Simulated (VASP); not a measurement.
# Mo in VASP: single point with LDA

Aim: the single point of Mo with LDA.

Program: VASP 6.6.1. These are calculated values, not measurements. Logs are shortened: lines on timing, memory, paths and dates and some standing lists are left out, and cuts for length are marked.

## 1. The cell of the first run

The cell holds a slab with vacuum, 5 atoms: a = 4.400 Å, b = 4.400 Å, c = 19.593 Å, α = 90.00°, β = 90.00°, γ = 120.00°.

## 2. Single point, LDA

File POSCAR:

```
Mo
1.0
    4.3999059555      0.0000000000      0.0000000000
   -2.1999529778      3.8104303317      0.0000000000
    0.0000000000      0.0000000000     19.5925000000
Mo
5
Direct
    0.8333333330      0.1666666670      0.4083193016
    0.1666666670      0.8333333330      0.4541596507
    0.5000000000      0.5000000000      0.5000000000
    0.8333333330      0.1666666670      0.5458403493
    0.1666666670      0.8333333330      0.5916806984
```

File INCAR.step1:

```
SYSTEM = Mo
ALGO     = Normal         ! electronic algorithm
DIPOL    = 0.5 0.5 0.500
EDIFF    = 1E-6           ! SCF threshold, eV
ENCUT    = 520            ! plane-wave cutoff, eV
GGA      = CA             ! functional
IDIPOL   = 3            
ISIF     = 2              ! what is computed and relaxed
ISMEAR   = -1             ! smearing method
LASPH    = .True.         ! aspherical terms in the spheres
LCHARG   = .True.         ! write CHGCAR
LDIPOL   = .True.       
LMAXMIX  = 4              ! l up to which the mixer works
LREAL    = .False.        ! projectors in reciprocal space
LWAVE    = .False.        ! write WAVECAR
NBANDS   = 43             ! bands
NELM     = 60             ! most SCF steps
PREC     = Accurate       ! precision mode
SIGMA    = 0.08           ! smearing width, eV
```

File KPOINTS.step1:

```
k-points
0
Gamma
  11 11 1
  0 0 0
```

File INCAR.step2:

```
SYSTEM = Mo
ALGO     = Normal         ! electronic algorithm
DIPOL    = 0.5 0.5 0.500
EDIFF    = 1E-6           ! SCF threshold, eV
ENCUT    = 520            ! plane-wave cutoff, eV
GGA      = CA             ! functional
ICHARG   = 11             ! starting density
IDIPOL   = 3            
ISIF     = 2              ! what is computed and relaxed
ISMEAR   = -5             ! smearing method
LASPH    = .True.         ! aspherical terms in the spheres
LCHARG   = .False.        ! write CHGCAR
LDIPOL   = .True.       
LMAXMIX  = 4              ! l up to which the mixer works
LORBIT   = 11             ! projections on sites
LREAL    = .False.        ! projectors in reciprocal space
LWAVE    = .False.        ! write WAVECAR
NEDOS    = 2001           ! points of the DOS
NELM     = 60             ! most SCF steps
PREC     = Accurate       ! precision mode
SIGMA    = 0.08           ! smearing width, eV
```

File KPOINTS.step2:

```
k-points
0
Gamma
  17 17 1
  0 0 0
```

Potentials or basis: VASP PAW LDA potentials, release 64 (Mo_sv).

Started as:

```console
> cat potpaw_LDA.64/Mo_sv/POTCAR > POTCAR
> cp INCAR.step1 INCAR
> cp KPOINTS.step1 KPOINTS
> mpirun -np 1 vasp_std > vasp.out
> cp INCAR.step2 INCAR
> cp KPOINTS.step2 KPOINTS
> mpirun -np 1 vasp_std > vasp.out
```

OUTCAR:

```text
SYSTEM = Mo
   EDIFF = 1E-6
   ENCUT = 520
   GGA = CA
   ICHARG = 11
   ISIF = 2
   ISMEAR = -5
   LASPH = .True.
   LORBIT = 11
   LREAL = .False.
   NELM = 60
   PREC = Accurate

 ion  position               nearest neighbor table
   1  0.833  0.167  0.408-   2 2.69   2 2.69   4 2.69   2 2.69   3 3.11   3 3.11   3 3.11
   2  0.167  0.833  0.454-   1 2.69   1 2.69   3 2.69   5 2.69   3 2.69   3 2.69   1 2.69   4 3.11
                             4 3.11   4 3.11
   3  0.500  0.500  0.500-   2 2.69   4 2.69   2 2.69   4 2.69   2 2.69   4 2.69   1 3.11   5 3.11
                             1 3.11   5 3.11   1 3.11   5 3.11
   4  0.833  0.167  0.546-   5 2.69   5 2.69   3 2.69   1 2.69   3 2.69   3 2.69   5 2.69   2 3.11
                             2 3.11   2 3.11
   5  0.167  0.833  0.592-   4 2.69   4 2.69   2 2.69   4 2.69   3 3.11   3 3.11   3 3.11

  LATTYP: Found a hexagonal cell.
 ALAT       =     4.3999059555
 C/A-ratio  =     4.4529360850

  Lattice vectors:

 A1 = (   4.3999059555,   0.0000000000,   0.0000000000)
 A2 = (  -2.1999529778,   3.8104303317,   0.0000000000)
 A3 = (   0.0000000000,   0.0000000000,  19.5925000000)

Analysis of symmetry for initial positions (statically):
=====================================================================
 Subroutine PRICEL returns:
 Original cell was already a primitive cell.

 Routine SETGRP: Setting up the symmetry group for a
 hexagonal supercell.

 Subroutine GETGRP returns: Found 12 space group operations
 (whereof  4 operations were pure point group operations)
 out of a pool of 24 trial point group operations.

The static configuration has the point symmetry C_2h.
 The point group associated with its full space group is D_3d.

Analysis of symmetry for dynamics (positions and initial velocities):
=====================================================================
 Subroutine PRICEL returns:
 Original cell was already a primitive cell.

 Routine SETGRP: Setting up the symmetry group for a
 hexagonal supercell.

 Subroutine GETGRP returns: Found 12 space group operations
 (whereof  4 operations were pure point group operations)
 out of a pool of 24 trial point group operations.

The dynamic configuration has the point symmetry C_2h.
 The point group associated with its full space group is D_3d.

 Subroutine INISYM returns: Found 12 space group operations
 (whereof  4 operations are pure point group operations),
 and found     1 'primitive' translations

----------------------------------------------------------------------------------------

                                     Primitive cell

  volume of cell :     328.4787

  direct lattice vectors                    reciprocal lattice vectors
     4.399905956  0.000000000  0.000000000     0.227277585  0.131218775  0.000000000
    -2.199952978  3.810430332  0.000000000     0.000000000  0.262437550  0.000000000
     0.000000000  0.000000000 19.592500000     0.000000000  0.000000000  0.051039939

  length of vectors
     4.399905956  4.399905956 19.592500000     0.262437550  0.262437550  0.051039939

  position of ions in fractional coordinates (direct lattice)
     0.833333333  0.166666667  0.408319302
     0.166666667  0.833333333  0.454159651
     0.500000000  0.500000000  0.500000000
     0.833333333  0.166666667  0.545840349
     0.166666667  0.833333333  0.591680698

  ion indices of the primitive-cell ions
   primitive index   ion index
                 1           1
                 2           2
                 3           3
                 4           4
                 5           5

----------------------------------------------------------------------------------------

 KPOINTS: k-points

Automatic generation of k-mesh.
 Grid dimensions read from file:
 generate k-points for:   17   17    1

 Generating k-lattice:

  Cartesian coordinates                     Fractional coordinates (reciprocal lattice)
     0.013369270  0.007718751  0.000000000     0.058823529  0.000000000  0.000000000
     0.000000000  0.015437503  0.000000000     0.000000000  0.058823529  0.000000000
     0.000000000  0.000000000  0.051039939     0.000000000  0.000000000  1.000000000

  Length of vectors
     0.015437503  0.015437503  0.051039939

  Shift w.r.t. Gamma in fractional coordinates (k-lattice)
     0.000000000  0.000000000  0.000000000

 TETIRR: Found    153 inequivalent tetrahedra from     1734

 Subroutine IBZKPT returns following result:
 ===========================================

 Found     33 irreducible k-points:

 Following reciprocal coordinates:
            Coordinates               Weight
  0.000000  0.000000  0.000000      1.000000
  0.058824  0.000000  0.000000      6.000000
  0.117647  0.000000  0.000000      6.000000
  0.176471  0.000000  0.000000      6.000000
  0.235294  0.000000  0.000000      6.000000
  0.294118  0.000000  0.000000      6.000000
[... 16 lines left out ...]
  0.411765  0.117647  0.000000     12.000000
  0.176471  0.176471  0.000000      6.000000
 [... further k-points ...]
   k-points           NKPTS =     33   k-points in BZ     NKDIM =     33   number of bands    NBANDS=     42
   number of dos      NEDOS =   2001   number of ions     NIONS =      5
   total plane-waves  NPLWV = 194400
   dimension x,y,z NGX =    36 NGY =   36 NGZ =  150
   dimension x,y,z NGXF=    72 NGYF=   72 NGZF=  300
   ions per type =               5
   NGX,Y,Z   is equivalent  to a cutoff of  13.60, 13.60, 12.73 a.u.
   NGXF,Y,Z  is equivalent  to a cutoff of  27.20, 27.20, 25.46 a.u.
 SYSTEM =  Mo
   PREC   = accura    normal or accurate (medium, high low for compatibility)
   ISTART =      0    job   : 0-new  1-cont  2-samecut
   ICHARG =     11    charge: 1-file 2-atom 10-const
   ISPIN  =      1    spin polarized calculation?
   LNONCOLLINEAR =      F non collinear calculations
   LSORBIT =      F    spin-orbit coupling
   LASPH  =      T    aspherical Exc in radial PAW
   ENCUT  =  520.0 eV  38.22 Ry    6.18 a.u.   8.18  8.18 36.43*2*pi/ulx,y,z
   NELM   =     60;   NELMIN=  2; NELMDL=  0     # of ELM steps
   EDIFF  = 0.1E-05   stopping-criterion for ELM
   LREAL  =      F    real-space projection
   EDIFFG = 0.1E-04   stopping-criterion for IOM
   NSW    =      0    number of steps for IOM
   IBRION =     -1    ionic relax: 0-MD 1-quasi-New 2-CG
   NFREE  =      0    steps in history (QN), initial steepest desc. (CG)
   ISIF   =      2    stress and relaxation
   ISYM   =      2    0-nonsym 1-usesym 2-fastsym
   POTIM  = 0.5000    time-step for ionic-motion
   TEBEG  =    0.0;   TEEND  =   0.0 temperature during run
   PSTRESS=    0.0 pullay stress
   NELECT =      70.0000    total number of electrons
   NUPDOWN=      -1.0000    fix difference up-down
   EMIN   =  10.00;   EMAX   =-10.00  energy-range for DOS
   EFERMI =   0.00;   METHOD = LEGACY
   ISMEAR =    -5;   SIGMA  =   0.08  broadening in eV -4-tet -1-fermi 0-gaus
   EFERMI_NEDOS =   21; number of points for ismear=-14 and -15
   IALGO  =     38    algorithm
   IMIX   =      4    mixing-type and parameters
     AMIX     =   0.40;   BMIX     =  1.00
     AMIX_MAG =   1.60;   BMIX_MAG =  1.00
  volume/ion in A,a.u.               =      65.70       443.34
  Fermi-wavevector in a.u.,A,eV,Ry     =   0.977849  1.847866 13.009734  0.956188
  Thomas-Fermi vector in A             =   2.108578
   LORBIT       =     11    0 simple, 1 ext, 2 COOP (PROOUT), +10 PAW based schemes
   GGA     = CA    functional components
   LHFCALC =     F    Hartree Fock is set to
   AEXX    =    0.0000 exact exchange contribution
   IVDW    =     0    specifies the selected vdW correction
   LEPSILON=     F    determine dielectric tensor
   LRPA    =     F    only Hartree local field effects (RPA)
 non-spin polarized calculation
 Fermi weights with tetrahedron method with Bloechl corrections
  energy-cutoff  :      520.00
  volume of cell :      328.48
 maximum number of plane-waves:      8870
 NGX is ok and might be reduce to    36

 number of electron      70.0000005 magnetization

 dipolmoment           0.000000      0.000000      0.000000 electrons x Angstroem

 Free energy of the ion-electron system (eV)
  ---------------------------------------------------
  ext. energy  EPLUGINS =         0.00000000
  ---------------------------------------------------
  free energy    TOTEN  =       -52.55681819 eV

  energy without entropy =      -52.55681819  energy(sigma->0) =      -52.55681819

 E-fermi :  -0.0752     XC(G=0):  -4.5088

 val. band max:       -0.0697651292   @ k =   0.4706   0.0588   0.0000
 cond. band min:      -0.0784053956   @ k =   0.3529   0.2941   0.0000
 fundamental gap:     -0.0086402664
 Fermi energy:        -0.0751906533

 k-point     1 :       0.0000    0.0000    0.0000
  band No.  band energies     occupation
      1     -60.9748      2.00000
      2     -60.7112      2.00000
      3     -60.6942      2.00000
      4     -60.5591      2.00000
      5     -60.4946      2.00000
      6     -35.5158      2.00000
[... 34 lines left out ...]
     41       1.2690      0.00000
     42       1.7077      0.00000

 k-point     2 :       0.0588    0.0000    0.0000
  band No.  band energies     occupation
      1     -60.9727      2.00000
      2     -60.7114      2.00000
      3     -60.6929      2.00000
      4     -60.5608      2.00000
      5     -60.4965      2.00000
      6     -35.5288      2.00000
[... 979 lines left out ...]
     41       1.3322      0.00000
     42       1.5469      0.00000

 k-point    24 :       0.1765    0.1765    0.0000
  band No.  band energies     occupation
      1     -60.9276      2.00000
      2     -60.7098      2.00000
      3     -60.6627      2.00000
      4     -60.5981      2.00000
      5     -60.5386      2.00000
      6     -35.6651      2.00000
[... 34 lines left out ...]
     41       1.3110      0.00000
     42       1.4830      0.00000

 [... further k-points ...]

------------------------ aborting loop because EDIFF is reached ----------------------------------------

 vacuum level on the upper side and lower side of the slab       (xc-potential included)        -0.096        -0.096

  FORCE on cell =-STRESS in cart. coord.  units (eV):
  Direction    XX          YY          ZZ          XY          YZ          ZX
  --------------------------------------------------------------------------------------
  -------------------------------------------------------------------------------------
  Total      -13.0378666    -13.0378666    -12.4801351      0.0000000      0.0000000      0.0000000
  in kB      -63.5930774    -63.5930774    -60.8727040      0.0000000      0.0000000      0.0000000
  external PRESSURE =     -62.6862863 kB  Pullay stress =       0.0000000 kB

 VOLUME and BASIS-vectors are now :
 -----------------------------------------------------------------------------
  energy-cutoff  :      520.00
  volume of cell :      328.48
      direct lattice vectors                 reciprocal lattice vectors
     4.399905956  0.000000000  0.000000000     0.227277585  0.131218775  0.000000000
    -2.199952978  3.810430332  0.000000000     0.000000000  0.262437550  0.000000000
     0.000000000  0.000000000 19.592500000     0.000000000  0.000000000  0.051039939

 POSITION                                       TOTAL-FORCE (eV/Angst)
 -----------------------------------------------------------------------------------
      3.29993      0.63507      8.00000         0.000000      0.000000      2.924738
     -1.09998      3.17536      8.89812         0.000000     -0.000000      0.772588
      1.09998      1.90522      9.79625         0.000000      0.000000     -0.000000
      3.29993      0.63507     10.69438        -0.000000      0.000000     -0.772588
     -1.09998      3.17536     11.59250        -0.000000     -0.000000     -2.924738
 -----------------------------------------------------------------------------------
    total drift:                                0.000000      0.000000     -0.000000

  FREE ENERGIE OF THE ION-ELECTRON SYSTEM (eV)
  ---------------------------------------------------
  free  energy   TOTEN  =       -52.5568181864 eV

  energy  without entropy=      -52.5568181864  energy(sigma->0) =      -52.55681819

 vacuum level on the upper side and lower side of the slab         3.887         3.887

 total charge

# of ion       s       p       d       tot
------------------------------------------
    1        2.350   6.060   3.936  12.346
    2        2.398   6.166   3.950  12.514
    3        2.367   6.157   3.862  12.386
    4        2.398   6.166   3.950  12.514
    5        2.350   6.060   3.936  12.346
--------------------------------------------------
tot         11.863  30.609  19.634  62.106
```

Wall time 9.2 min (1 thread of Intel Xeon Platinum 8559C (Emerald Rapids), shared host); peak memory 0.49 GiB.

What came out:

| Quantity | Value |
| --- | --- |
| Valence electrons inside the program's atomic spheres | Mo 12.35, 12.51, 12.39 (each value once) |

Caveat: tetrahedron occupations give inexact forces and stress in metals.
